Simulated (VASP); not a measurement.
# SiC (zincblende type) (F-43m) in VASP: a series of runs

The runs below take SiC (zincblende type) through single point, with PBE.

Program: VASP 6.6.1. These are calculated values, not measurements. Logs are shortened: lines on timing, memory, paths and dates and some standing lists are left out, and cuts for length are marked.

### 1 The cell of the first run

The structure is cubic, space group F-43m (No. 216). Conventional cell: a = 4.290 Å, b = 4.290 Å, c = 4.290 Å, α = 90.00°, β = 90.00°, γ = 90.00°. Si (site symmetry -43m) has 4 C at 1.86 Å within 2.5 Å. Within 2.5 Å of C (site symmetry -43m) lie 4 Si at 1.86 Å.

### 2 Single point, PBE (volume scaled by 0.94)

Input file INCAR:

```
SYSTEM = SiC
PREC     = Accurate       ! precision mode
ENCUT    = 520            ! plane-wave cutoff, eV
EDIFF    = 1E-6           ! SCF threshold, eV
ISMEAR   = -1             ! smearing method
SIGMA    = 0.05           ! smearing width, eV
LREAL    = .FALSE.        ! projectors in reciprocal space
LASPH    = .TRUE.         ! aspherical terms in the spheres
NELM     = 60             ! most SCF steps
ALGO     = Normal         ! electronic algorithm
ISIF     = 2              ! what is computed and relaxed
LWAVE    = .FALSE.        ! write WAVECAR
LCHARG   = .FALSE.        ! write CHGCAR
GGA      = PE             ! functional
NBANDS   = 11             ! bands
```

Input file KPOINTS:

```
regular mesh
0
G
  15 15 15
  0 0 0
```

Input file POSCAR:

```
SiC
1.0
    0.0000000000      2.1451539168      2.1451539168
    2.1451539168      0.0000000000      2.1451539168
    2.1451539168      2.1451539168      0.0000000000
Si C
1 1
Direct
    0.0000000000      0.0000000000      0.0000000000
    0.2500000000      0.2500000000      0.2500000000
```

Potentials or basis: VASP PAW PBE potentials, release 64 (Si, C).

Started as:

```console
> cat potpaw_PBE.64/Si/POTCAR potpaw_PBE.64/C/POTCAR > POTCAR
> mpirun -np 1 vasp_std > vasp.out
```

OUTCAR:

```text
SYSTEM = SiC
   PREC = Accurate
   ENCUT = 520
   EDIFF = 1E-6
   ISMEAR = -1
   LREAL = .FALSE.
   LASPH = .TRUE.
   NELM = 60
   ISIF = 2
   GGA = PE

 ion  position               nearest neighbor table
   1  0.000  0.000  0.000-   2 1.86   2 1.86   2 1.86   2 1.86
   2  0.250  0.250  0.250-   1 1.86   1 1.86   1 1.86   1 1.86

  LATTYP: Found a face centered cubic cell.
 ALAT       =     4.2903078336

  Lattice vectors:

 A1 = (   0.0000000000,   2.1451539168,   2.1451539168)
 A2 = (   2.1451539168,   0.0000000000,   2.1451539168)
 A3 = (   2.1451539168,   2.1451539168,   0.0000000000)

Analysis of symmetry for initial positions (statically):
=====================================================================
 Subroutine PRICEL returns:
 Original cell was already a primitive cell.

 Routine SETGRP: Setting up the symmetry group for a
 face centered cubic supercell.

 Subroutine GETGRP returns: Found 24 space group operations
 (whereof 24 operations were pure point group operations)
 out of a pool of 48 trial point group operations.

The static configuration has the point symmetry T_d .

Analysis of symmetry for dynamics (positions and initial velocities):
=====================================================================
 Subroutine PRICEL returns:
 Original cell was already a primitive cell.

 Routine SETGRP: Setting up the symmetry group for a
 face centered cubic supercell.

 Subroutine GETGRP returns: Found 24 space group operations
 (whereof 24 operations were pure point group operations)
 out of a pool of 48 trial point group operations.

The dynamic configuration has the point symmetry T_d .

 Subroutine INISYM returns: Found 24 space group operations
 (whereof 24 operations are pure point group operations),
 and found     1 'primitive' translations

----------------------------------------------------------------------------------------

                                     Primitive cell

  volume of cell :      19.7426

  direct lattice vectors                    reciprocal lattice vectors
     0.000000000  2.145153917  2.145153917    -0.233083508  0.233083508  0.233083508
     2.145153917  0.000000000  2.145153917     0.233083508 -0.233083508  0.233083508
     2.145153917  2.145153917  0.000000000     0.233083508  0.233083508 -0.233083508

  length of vectors
[... 87 lines left out ...]
   NFREE  =      0    steps in history (QN), initial steepest desc. (CG)
   ISIF   =      2    stress and relaxation
   ISYM   =      2    0-nonsym 1-usesym 2-fastsym
   POTIM  = 0.5000    time-step for ionic-motion
   TEBEG  =    0.0;   TEEND  =   0.0 temperature during run
   PSTRESS=    0.0 pullay stress
   NELECT =       8.0000    total number of electrons
   NUPDOWN=      -1.0000    fix difference up-down
   EMIN   =  10.00;   EMAX   =-10.00  energy-range for DOS
   EFERMI =   0.00;   METHOD = LEGACY
   ISMEAR =    -1;   SIGMA  =   0.05  broadening in eV -4-tet -1-fermi 0-gaus
   EFERMI_NEDOS =   21; number of points for ismear=-14 and -15
   IALGO  =     38    algorithm
   IMIX   =      4    mixing-type and parameters
     AMIX     =   0.40;   BMIX     =  1.00
     AMIX_MAG =   1.60;   BMIX_MAG =  1.00
  volume/ion in A,a.u.               =       9.87        66.61
  Fermi-wavevector in a.u.,A,eV,Ry     =   1.211443  2.289296 19.967835  1.467594
  Thomas-Fermi vector in A             =   2.346959
   LORBIT       =      0    0 simple, 1 ext, 2 COOP (PROOUT), +10 PAW based schemes
   GGA     = PE    functional components
   LHFCALC =     F    Hartree Fock is set to
   AEXX    =    0.0000 exact exchange contribution
   IVDW    =     0    specifies the selected vdW correction
   LEPSILON=     F    determine dielectric tensor
   LRPA    =     F    only Hartree local field effects (RPA)
 non-spin polarized calculation
  energy-cutoff  :      520.00
  volume of cell :       19.74
 maximum number of plane-waves:       544
   NGX = 11   NGY = 11   NGZ = 11

 number of electron       7.9999999 magnetization

 Free energy of the ion-electron system (eV)
  ---------------------------------------------------
  ext. energy  EPLUGINS =         0.00000000
  ---------------------------------------------------
  free energy    TOTEN  =       -15.00560460 eV

  energy without entropy =      -15.00560459  energy(sigma->0) =      -15.00560459

 E-fermi :   9.3531     XC(G=0): -11.5627

 val. band max:        8.6423363964   @ k =   0.0000   0.0000   0.0000
 cond. band min:      10.0093467819   @ k =   0.4667   0.4667   0.0000
 fundamental gap:      1.3670103855
 Fermi energy:         9.3531366217

 k-point     1 :       0.0000    0.0000    0.0000
  band No.  band energies     occupation
      1      -7.1343      2.00000
      2       8.6423      2.00000
      3       8.6423      2.00000
      4       8.6423      2.00000
      5      15.4295      0.00000
      6      16.2844      0.00000
      7      16.2844      0.00000
      8      16.2844      0.00000
      9      23.4281      0.00000
     10      23.4281      0.00000
     11      25.8641      0.00000
[... 309 lines left out ...]
 k-point    24 :       0.2000    0.1333    0.0000
  band No.  band energies     occupation
      1      -6.3291      2.00000
      2       6.3838      2.00000
      3       7.5271      2.00000
      4       7.7214      2.00000
      5      14.6252      0.00000
      6      16.5051      0.00000
      7      17.8244      0.00000
      8      17.9952      0.00000
      9      20.0296      0.00000
     10      23.9482      0.00000
     11      26.8469      0.00000

 [... further k-points ...]

------------------------ aborting loop because EDIFF is reached ----------------------------------------

  FORCE on cell =-STRESS in cart. coord.  units (eV):
  Direction    XX          YY          ZZ          XY          YZ          ZX
  --------------------------------------------------------------------------------------
  -------------------------------------------------------------------------------------
  Total        1.8195676      1.8195676      1.8195676     -0.0000000      0.0000000      0.0000000
  in kB      147.6635868    147.6635868    147.6635868     -0.0000000      0.0000000      0.0000000
  external PRESSURE =     147.6635868 kB  Pullay stress =       0.0000000 kB

 VOLUME and BASIS-vectors are now :
 -----------------------------------------------------------------------------
  energy-cutoff  :      520.00
  volume of cell :       19.74
      direct lattice vectors                 reciprocal lattice vectors
     0.000000000  2.145153917  2.145153917    -0.233083508  0.233083508  0.233083508
     2.145153917  0.000000000  2.145153917     0.233083508 -0.233083508  0.233083508
     2.145153917  2.145153917  0.000000000     0.233083508  0.233083508 -0.233083508

 POSITION                                       TOTAL-FORCE (eV/Angst)
 -----------------------------------------------------------------------------------
      0.00000      0.00000      0.00000        -0.000000      0.000000     -0.000000
      1.07258      1.07258      1.07258         0.000000     -0.000000      0.000000
 -----------------------------------------------------------------------------------
    total drift:                                0.000000      0.000000      0.000000

  FREE ENERGIE OF THE ION-ELECTRON SYSTEM (eV)
  ---------------------------------------------------
  free  energy   TOTEN  =       -15.0056045979 eV

  energy  without entropy=      -15.0056045869  energy(sigma->0) =      -15.00560459
```

stdout:

```text
POSCAR found type information on POSCAR SiC
 POSCAR found :  2 types and       2 ions
 scaLAPACK will be used
 LDA part: xc-table for (Slater+PW92), standard interpolation
 POSCAR, INCAR and KPOINTS ok, starting setup
 FFT: planning ... GRIDC
 FFT: planning ... GRID_SOFT
 FFT: planning ... GRID
 WAVECAR not read
 entering main loop
```

Wall time 9.7 s (1 thread of Intel Xeon Platinum 8488C (Sapphire Rapids), shared host); peak memory 0.15 GiB.

Results:

```yaml
Free_energy: -15.0056 eV
Pressure: 14.8 GPa
Band_gap_on_the_k_mesh: 1.37 eV, indirect (least direct gap 4.62 eV)
```

Levels at points of the mesh, in eV from the valence-band top:
```
           k point  band 1  band 2  band 3  band 4  band 5  band 6  band 7  band 8
(0.00, 0.00, 0.00)  -15.78    0.00    0.00    0.00    6.79    7.64    7.64    7.64
```

Caveat: the cell differs from its parent crystal (volume scaled by 0.94). A k mesh can miss the band edges.

### 3 Single point, PBE (volume scaled by 0.94)

Input file INCAR:

```
PREC = Accurate ; ENCUT = 520
EDIFF = 1E-7 ; ISMEAR = -1
SIGMA = 0.05 ; LREAL = F
LASPH = T ; NELM = 80
ALGO = Normal ; ISIF = 2
LWAVE = F ; LCHARG = T
GGA = PE ; LELF = T
LVHAR = T ; NBANDS = 11
```

Input file KPOINTS:

```
regular mesh
0
Gamma
  15 15 15
```

POSCAR is that of step 2.

Potentials or basis: VASP PAW PBE potentials, release 64 (Si, C).

Started as:

```console
> cat potpaw_PBE.64/Si/POTCAR potpaw_PBE.64/C/POTCAR > POTCAR
> mpirun -np 1 vasp_std > vasp.out
```

Wall time 12 s (1 thread of Intel Xeon Platinum 8488C (Sapphire Rapids), shared host); peak memory 0.15 GiB.

It converged, with:

```yaml
Free_energy: -15.0056 eV
Pressure: 14.8 GPa
Band_gap_on_the_k_mesh: 1.37 eV, indirect (least direct gap 4.62 eV)
```

Levels at points of the mesh, in eV from the valence-band top:
```csv
k point,band 2,band 3,band 4,band 5,band 6,band 7
"(0.00, 0.00, 0.00)",0.00,0.00,0.00,6.79,7.64,7.64
```

Caveat: the cell differs from its parent crystal (volume scaled by 0.94). A k mesh can miss the band edges.

### 4 Single point, PBE

This run uses another cell than the first one, of 10.50 Å³/atom, 1.064 times its volume.

Input file INCAR:

```
SYSTEM = SiC
  PREC = Accurate
  ENCUT = 520
  EDIFF = 1E-6
  ISMEAR = -1
  SIGMA = 0.05
  LREAL = .False.
  LASPH = .True.
  NELM = 100
  ALGO = Normal
  ISIF = 2
  LWAVE = .False.
  LCHARG = .False.
  GGA = PE
  NBANDS = 11
```

Input file KPOINTS:

```
Automatic mesh
0
Gamma
  15 15 15
  0 0 0
```

Input file POSCAR:

```
SiC
1.0
    0.0000000000      2.1898574282      2.1898574282
    2.1898574282      0.0000000000      2.1898574282
    2.1898574282      2.1898574282      0.0000000000
Si C
1 1
Direct
    0.0000000000      0.0000000000      0.0000000000
    0.2500000000      0.2500000000      0.2500000000
```

Started as:

```console
> cat potpaw_PBE.64/Si/POTCAR potpaw_PBE.64/C/POTCAR > POTCAR
> mpirun -np 1 vasp_std > vasp.out
```

Run time: 9.9 s. Hardware: 1 thread of Intel Xeon Platinum 8488C (Sapphire Rapids), shared host; peak memory 0.15 GiB.

Results (log left out):

```yaml
Free_energy: -15.0610 eV
Pressure: 0.0 GPa
Band_gap_on_the_k_mesh: 1.42 eV, indirect (least direct gap 4.55 eV)
```

Levels at points of the mesh, in eV from the valence-band top:
```
           k point  band 1  band 2  band 3  band 4  band 5  band 6  band 7  band 8
(0.00, 0.00, 0.00)  -15.29    0.00    0.00    0.00    6.06    7.20    7.20    7.20
```

A k mesh can miss the band edges. A hybrid or GW would open this gap; PBE tends to underestimate it.
